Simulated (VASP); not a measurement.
# SnGeTe3 (P6/mmm) in VASP: a series of runs

Runs on SnGeTe3. Level: PBE. Tasks: single point.

All numbers are computed with VASP 6.6.1; they aren't measurements. Logs are shortened: lines on timing, memory, paths and dates and some standing lists are left out, and cuts for length are marked.

### Step 1. The cell of the first run

Symmetry: P6/mmm, No. 191, hexagonal system. The conventional cell has a = 6.485 Å, b = 6.485 Å, c = 5.526 Å, α = 90.00°, β = 90.00°, γ = 120.00°. Within 3.6 Å of Sn (site symmetry 6/mmm) lie 2 Ge at 2.76 Å and 6 Te at 3.24 Å. Within 3.6 Å of Ge (site symmetry 6/mmm) lie 2 Sn at 2.76 Å. Te (site symmetry mmm) has 4 Te at 3.24 Å and 2 Sn at 3.24 Å and 4 Ge at 4.26 Å within 4.3 Å.

The cell was generated, and may not be a known phase.

### Step 2. Single point, PBE

INCAR reads:

```
SYSTEM = SnGeTe3
ALGO = Normal ; EDIFF = 1E-7
ENCUT = 520 ; GGA = PE
ISIF = 2 ; ISMEAR = 0
LASPH = .True. ; LCHARG = .True.
LELF = .True. ; LREAL = .False.
LVHAR = .True. ; LWAVE = .False.
NBANDS = 31 ; NELM = 100
PREC = Accurate ; SIGMA = 0.1
```

KPOINTS reads:

```
k-points
0
Gamma
  3 3 4
  0 0 0
```

POSCAR reads:

```
SnGeTe3
1.0
    6.4853678589      0.0000000000      0.0000000000
   -3.2426839294      5.6164933187      0.0000000000
    0.0000000000      0.0000000000      5.5259064326
Sn Ge Te
1 1 3
Direct
    0.0000000000      0.0000000000      0.0000000000
    0.0000000000      0.0000000000      0.5000000000
    0.5000000000      0.0000000000      0.0000000000
    0.0000000000      0.5000000000      0.0000000000
    0.5000000000      0.5000000000      0.0000000000
```

Potentials or basis: VASP PAW PBE potentials, release 64 (Sn_d, Ge_d, Te).

Run with:

```sh
$ cat potpaw_PBE.64/Sn_d/POTCAR potpaw_PBE.64/Ge_d/POTCAR potpaw_PBE.64/Te/POTCAR > POTCAR
$ mpirun -np 1 vasp_std > vasp.out
```

OUTCAR:

```text
SYSTEM = SnGeTe3
   EDIFF = 1E-7
   ENCUT = 520
   GGA = PE
   ISIF = 2
   ISMEAR = 0
   LASPH = .True.
   LREAL = .False.
   NELM = 100
   PREC = Accurate

 ion  position               nearest neighbor table
   1  0.000  0.000  0.000-   2 2.76   2 2.76   4 3.24   4 3.24   3 3.24   3 3.24   5 3.24   5 3.24

   2  0.000  0.000  0.500-   1 2.76   1 2.76
   3  0.500  0.000  0.000-   5 3.24   5 3.24   1 3.24   1 3.24   4 3.24   4 3.24
   4  0.000  0.500  0.000-   1 3.24   1 3.24   5 3.24   5 3.24   3 3.24   3 3.24
   5  0.500  0.500  0.000-   3 3.24   3 3.24   4 3.24   4 3.24   1 3.24   1 3.24

  LATTYP: Found a hexagonal cell.
 ALAT       =     6.4853678589
 C/A-ratio  =     0.8520575167

  Lattice vectors:

 A1 = (   6.4853678589,   0.0000000000,   0.0000000000)
 A2 = (  -3.2426839294,   5.6164933187,   0.0000000000)
 A3 = (   0.0000000000,   0.0000000000,   5.5259064326)

Analysis of symmetry for initial positions (statically):
=====================================================================
 Subroutine PRICEL returns:
 Original cell was already a primitive cell.

 Routine SETGRP: Setting up the symmetry group for a
 hexagonal supercell.

 Subroutine GETGRP returns: Found 24 space group operations
 (whereof 24 operations were pure point group operations)
 out of a pool of 24 trial point group operations.

The static configuration has the point symmetry D_6h.

Analysis of symmetry for dynamics (positions and initial velocities):
=====================================================================
 Subroutine PRICEL returns:
 Original cell was already a primitive cell.

 Routine SETGRP: Setting up the symmetry group for a
 hexagonal supercell.

 Subroutine GETGRP returns: Found 24 space group operations
 (whereof 24 operations were pure point group operations)
 out of a pool of 24 trial point group operations.

The dynamic configuration has the point symmetry D_6h.

 Subroutine INISYM returns: Found 24 space group operations
 (whereof 24 operations are pure point group operations),
 and found     1 'primitive' translations

----------------------------------------------------------------------------------------

                                     Primitive cell

  volume of cell :     201.2813

  direct lattice vectors                    reciprocal lattice vectors
     6.485367859  0.000000000  0.000000000     0.154193258  0.089023519  0.000000000
    -3.242683929  5.616493319  0.000000000     0.000000000  0.178047038  0.000000000
     0.000000000  0.000000000  5.525906433     0.000000000  0.000000000  0.180965786

  length of vectors
     6.485367859  6.485367859  5.525906433     0.178047038  0.178047038  0.180965786

  position of ions in fractional coordinates (direct lattice)
     0.000000000  0.000000000  0.000000000
     0.000000000  0.000000000  0.500000000
     0.500000000  0.000000000  0.000000000
     0.000000000  0.500000000  0.000000000
     0.500000000  0.500000000  0.000000000

  ion indices of the primitive-cell ions
   primitive index   ion index
                 1           1
                 2           2
                 3           3
                 4           4
                 5           5

----------------------------------------------------------------------------------------

 KPOINTS: k-points

Automatic generation of k-mesh.
 Grid dimensions read from file:
 generate k-points for:    3    3    4

 Generating k-lattice:

  Cartesian coordinates                     Fractional coordinates (reciprocal lattice)
     0.051397753  0.029674506  0.000000000     0.333333333  0.000000000  0.000000000
     0.000000000  0.059349013  0.000000000     0.000000000  0.333333333  0.000000000
     0.000000000  0.000000000  0.045241446     0.000000000  0.000000000  0.250000000

  Length of vectors
     0.059349013  0.059349013  0.045241446

  Shift w.r.t. Gamma in fractional coordinates (k-lattice)
     0.000000000  0.000000000  0.000000000

 Subroutine IBZKPT returns following result:
 ===========================================

 Found      9 irreducible k-points:

 Following reciprocal coordinates:
            Coordinates               Weight
  0.000000  0.000000  0.000000      1.000000
  0.333333  0.000000  0.000000      6.000000
  0.333333  0.333333  0.000000      2.000000
  0.000000  0.000000  0.250000      2.000000
  0.333333  0.000000  0.250000     12.000000
  0.333333  0.333333  0.250000      4.000000
  0.000000  0.000000  0.500000      1.000000
  0.333333  0.000000  0.500000      6.000000
  0.333333  0.333333  0.500000      2.000000
   k-points           NKPTS =      9   k-points in BZ     NKDIM =      9   number of bands    NBANDS=     31
   number of dos      NEDOS =    301   number of ions     NIONS =      5
   total plane-waves  NPLWV =  96768
   dimension x,y,z NGX =    48 NGY =   48 NGZ =   42
   dimension x,y,z NGXF=    96 NGYF=   96 NGZF=   84
   ions per type =               1   1   3
   NGX,Y,Z   is equivalent  to a cutoff of  12.30, 12.30, 12.64 a.u.
   NGXF,Y,Z  is equivalent  to a cutoff of  24.61, 24.61, 25.27 a.u.
 SYSTEM =  SnGeTe3
   PREC   = accura    normal or accurate (medium, high low for compatibility)
   ISTART =      0    job   : 0-new  1-cont  2-samecut
   ICHARG =      2    charge: 1-file 2-atom 10-const
   ISPIN  =      1    spin polarized calculation?
   LNONCOLLINEAR =      F non collinear calculations
   LSORBIT =      F    spin-orbit coupling
   LASPH  =      T    aspherical Exc in radial PAW
   ENCUT  =  520.0 eV  38.22 Ry    6.18 a.u.  12.06 12.06 10.27*2*pi/ulx,y,z
   NELM   =    100;   NELMIN=  2; NELMDL= -5     # of ELM steps
   EDIFF  = 0.1E-06   stopping-criterion for ELM
   LREAL  =      F    real-space projection
   EDIFFG = 0.1E-05   stopping-criterion for IOM
   NSW    =      0    number of steps for IOM
   IBRION =     -1    ionic relax: 0-MD 1-quasi-New 2-CG
   NFREE  =      0    steps in history (QN), initial steepest desc. (CG)
   ISIF   =      2    stress and relaxation
   ISYM   =      2    0-nonsym 1-usesym 2-fastsym
   POTIM  = 0.5000    time-step for ionic-motion
   TEBEG  =    0.0;   TEEND  =   0.0 temperature during run
   PSTRESS=    0.0 pullay stress
   NELECT =      46.0000    total number of electrons
   NUPDOWN=      -1.0000    fix difference up-down
   EMIN   =  10.00;   EMAX   =-10.00  energy-range for DOS
   EFERMI =   0.00;   METHOD = LEGACY
   ISMEAR =     0;   SIGMA  =   0.10  broadening in eV -4-tet -1-fermi 0-gaus
   EFERMI_NEDOS =   21; number of points for ismear=-14 and -15
   IALGO  =     38    algorithm
   IMIX   =      4    mixing-type and parameters
     AMIX     =   0.40;   BMIX     =  1.00
     AMIX_MAG =   1.60;   BMIX_MAG =  1.00
  volume/ion in A,a.u.               =      40.26       271.66
  Fermi-wavevector in a.u.,A,eV,Ry     =   1.000905  1.891437 13.630471  1.001811
  Thomas-Fermi vector in A             =   2.133292
   LORBIT       =      0    0 simple, 1 ext, 2 COOP (PROOUT), +10 PAW based schemes
   GGA     = PE    functional components
   LHFCALC =     F    Hartree Fock is set to
   AEXX    =    0.0000 exact exchange contribution
   IVDW    =     0    specifies the selected vdW correction
   LEPSILON=     F    determine dielectric tensor
   LRPA    =     F    only Hartree local field effects (RPA)
 non-spin polarized calculation
 Gauss-broadening in eV      SIGMA  =   0.10
  energy-cutoff  :      520.00
  volume of cell :      201.28
 maximum number of plane-waves:      5448
   NGX = 25   NGY = 25   NGZ = 21

 number of electron      45.9999982 magnetization

 Free energy of the ion-electron system (eV)
  ---------------------------------------------------
  ext. energy  EPLUGINS =         0.00000000
  ---------------------------------------------------
  free energy    TOTEN  =       -14.93946343 eV

  energy without entropy =      -14.90461070  energy(sigma->0) =      -14.92203707

 E-fermi :   3.0095     XC(G=0):  -7.9807

 val. band max:        2.9848900234   @ k =   0.3333   0.0000   0.2500
 cond. band min:       3.0188705591   @ k =   0.0000   0.0000   0.0000
 fundamental gap:      0.0339805357
 Fermi energy:         3.0095080343

 k-point     1 :       0.0000    0.0000    0.0000
  band No.  band energies     occupation
      1     -22.2029      2.00000
      2     -22.2029      2.00000
      3     -22.0606      2.00000
      4     -22.0606      2.00000
      5     -22.0339      2.00000
      6     -18.0134      2.00000
[... 23 lines left out ...]
     30       7.9896      0.00000
     31       8.7205      0.00000

 k-point     2 :       0.3333    0.0000    0.0000
  band No.  band energies     occupation
      1     -22.2029      2.00000
      2     -22.2029      2.00000
      3     -22.0606      2.00000
      4     -22.0606      2.00000
      5     -22.0339      2.00000
      6     -18.0134      2.00000
[... 23 lines left out ...]
     30       8.1969      0.00000
     31       8.7701      0.00000

 k-point     3 :       0.3333    0.3333    0.0000
  band No.  band energies     occupation
      1     -22.2029      2.00000
      2     -22.2029      2.00000
      3     -22.0606      2.00000
      4     -22.0606      2.00000
      5     -22.0339      2.00000
      6     -18.0131      2.00000
[... 23 lines left out ...]
     30       8.7488      0.00000
     31       8.7488      0.00000

 k-point     4 :       0.0000    0.0000    0.2500
  band No.  band energies     occupation
      1     -22.2029      2.00000
      2     -22.2029      2.00000
      3     -22.0603      2.00000
      4     -22.0603      2.00000
      5     -22.0304      2.00000
      6     -18.0134      2.00000
[... 125 lines left out ...]
     30       8.6748      0.00000
     31       8.6748      0.00000

 k-point     8 :       0.3333    0.0000    0.5000
  band No.  band energies     occupation
      1     -22.2029      2.00000
      2     -22.2029      2.00000
      3     -22.0599      2.00000
      4     -22.0599      2.00000
      5     -22.0269      2.00000
      6     -18.0134      2.00000
[... 23 lines left out ...]
     30       7.7760      0.00000
     31       8.4723      0.00000

 k-point     9 :       0.3333    0.3333    0.5000
  band No.  band energies     occupation
      1     -22.2029      2.00000
      2     -22.2029      2.00000
      3     -22.0599      2.00000
      4     -22.0599      2.00000
      5     -22.0269      2.00000
      6     -18.0132      2.00000
[... 23 lines left out ...]
     30       6.2072      0.00000
     31       8.9988      0.00000

------------------------ aborting loop because EDIFF is reached ----------------------------------------

  FORCE on cell =-STRESS in cart. coord.  units (eV):
  Direction    XX          YY          ZZ          XY          YZ          ZX
  --------------------------------------------------------------------------------------
  -------------------------------------------------------------------------------------
  Total       -0.0626228     -0.0626228     -0.0741029     -0.0000000     -0.0000000      0.0000000
  in kB       -0.4984708     -0.4984708     -0.5898514     -0.0000000     -0.0000000      0.0000000
  external PRESSURE =      -0.5289310 kB  Pullay stress =       0.0000000 kB

 VOLUME and BASIS-vectors are now :
 -----------------------------------------------------------------------------
  energy-cutoff  :      520.00
  volume of cell :      201.28
      direct lattice vectors                 reciprocal lattice vectors
     6.485367859  0.000000000  0.000000000     0.154193258  0.089023519  0.000000000
    -3.242683929  5.616493319  0.000000000     0.000000000  0.178047038  0.000000000
     0.000000000  0.000000000  5.525906433     0.000000000  0.000000000  0.180965786

 POSITION                                       TOTAL-FORCE (eV/Angst)
 -----------------------------------------------------------------------------------
      0.00000      0.00000      0.00000        -0.000000      0.000000      0.000000
      0.00000      0.00000      2.76295        -0.000000      0.000000      0.000000
      3.24268      0.00000      0.00000         0.000000      0.000000      0.000000
     -1.62134      2.80825      0.00000        -0.000000      0.000000      0.000000
      1.62134      2.80825      0.00000        -0.000000      0.000000      0.000000
 -----------------------------------------------------------------------------------
    total drift:                                0.000000      0.000000      0.000000

  FREE ENERGIE OF THE ION-ELECTRON SYSTEM (eV)
  ---------------------------------------------------
  free  energy   TOTEN  =       -14.9394634335 eV

  energy  without entropy=      -14.9046107022  energy(sigma->0) =      -14.92203707
```

It took 58 s on 1 thread of AMD EPYC 7R43 (Zen 3), shared host; peak memory 0.29 GiB.

Results:

| Quantity | Value |
| --- | --- |
| Free energy | -14.9395 eV |
| Pressure | -0.1 GPa |
| Band gap on the k mesh | zero (bands 23 and 24 overlap by 0.76 eV) |

Caveat: the k points lie up to 0.37 Å⁻¹ apart, too coarse for converged energies and pressures of a metal; spin-orbit coupling is left out, which moves the levels of the heavy elements.

[end of part 1 of 2]

The gap in the log of VASP goes by the Fermi energy; the results here count the filled bands.